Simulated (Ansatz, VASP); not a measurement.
**One calculation of KF, two programs**

```xyz
4
Lattice="4.5472 0.0000 0.0000 -2.2736 3.9380 0.0000 0.0000 0.0000 5.3752" Properties=species:S:1:pos:R:3 pbc="T T T"
K     0.0000    2.6253   -0.3333
K     2.2736    1.3127    2.3543
F     0.0000    2.6253    2.3543
F     2.2736    1.3127    5.0419
```

Alike in both runs: functional PBE; k mesh 11 × 11 × 6; occupations fermi-dirac, width 0.03 eV; no spin polarisation.

Ansatz relaxed the structure, and its values are those at the end. VASP's run is a single point on that final structure, the one shown.

```csv
,VASP,Ansatz
version,VASP 6.6.1,Ansatz 0.2.0
potentials or method,"VASP PAW PBE potentials, release 64 (K_sv, F)","PAW with Ansatz's default frozen-core files, scalar-relativistic"
plane-wave cutoff (eV),520,420
valence electrons in the cell,32,32
```

```csv
,VASP,Ansatz,Ansatz less VASP
pressure (GPa),0.0,0.0,+0.01
```

With one functional, cell and mesh, what is left measures potentials, basis and numerics.
